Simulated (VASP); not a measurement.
Wanted: the native input for a VASP 6.6.1 run.

* Task: single point
* Functional: PBE
* Potentials or basis: VASP PAW PBE potentials, release 64 (Hf_pv, B)
* Cutoff: 520 eV
* k mesh: 1 × 1 × 1
* Occupations: gaussian, width 0.05 eV
* Spin: collinear spin, ferromagnetic start
* Starting moments: [1.2, 1.2, 1.2, 1.2, 0.4, 0.4, 0.4, 0.4] μB
* Dipole correction: no
* Further INCAR settings: ALGO = Normal; EDIFF = 1e-06; NBANDS = 40

The structure of Hf4B4 lies in POSCAR:

```
HfB
1.0
   10.9000000000      0.0000000000      0.0000000000
    0.0000000000     11.2000000000      0.0000000000
    0.0000000000      0.0000000000     11.5000000000
Hf B
4 4
Direct
    0.4031855601      0.3997729308      0.3997670044
    0.4042469051      0.6059533640      0.5936248850
    0.6101922713      0.4009876921      0.5977290799
    0.5958842775      0.5845843582      0.4135578115
    0.6058179381      0.3845261521      0.4057500238
    0.6068280712      0.5985858059      0.6082906662
    0.4067248179      0.4078457262      0.5926292007
    0.3904503662      0.5973211408      0.4015912299
```

These files were run (other wordings do the same):

INCAR

```
PREC = Accurate
ENCUT = 520
EDIFF = 1E-6
ISMEAR = 0
SIGMA = 0.05
LREAL = F
LASPH = T
NELM = 150
ALGO = Normal
ISIF = 2
LWAVE = F
LCHARG = T
ISPIN = 2
MAGMOM = 1.2 1.2 1.2 1.2 0.4 0.4 0.4 0.4
LORBIT = 11
LMAXMIX = 4
GGA = PE
LELF = T
LVHAR = T
NBANDS = 40
```

KPOINTS

```
Automatic mesh
0
Gamma
  1 1 1
```

Potentials or basis: VASP PAW PBE potentials, release 64 (Hf_pv, B).

Command:

```console
$ cat potpaw_PBE.64/Hf_pv/POTCAR potpaw_PBE.64/B/POTCAR > POTCAR
$ mpirun -np 1 vasp_gam > vasp.out
```

Results of the run:

| Quantity | Value |
| --- | --- |
| Largest force | 0.090 eV/Å |
| Gap between the frontier levels | 0.40 eV |
| Net moment | 4.00 μB per cell |
| Site moments | Hf +0.42, +0.13; B +0.28, +0.36 μB |
| Valence electrons inside the program's atomic spheres | Hf 8.45, 8.48; B 1.77, 1.78 |

Caveat: spin-orbit coupling is left out, which moves the levels of the heavy elements.

Wall time 5 min on 1 thread of Intel(R) Xeon(R) 6975P-C (Granite Rapids), with other jobs on the host, peak memory 1.4 GiB.
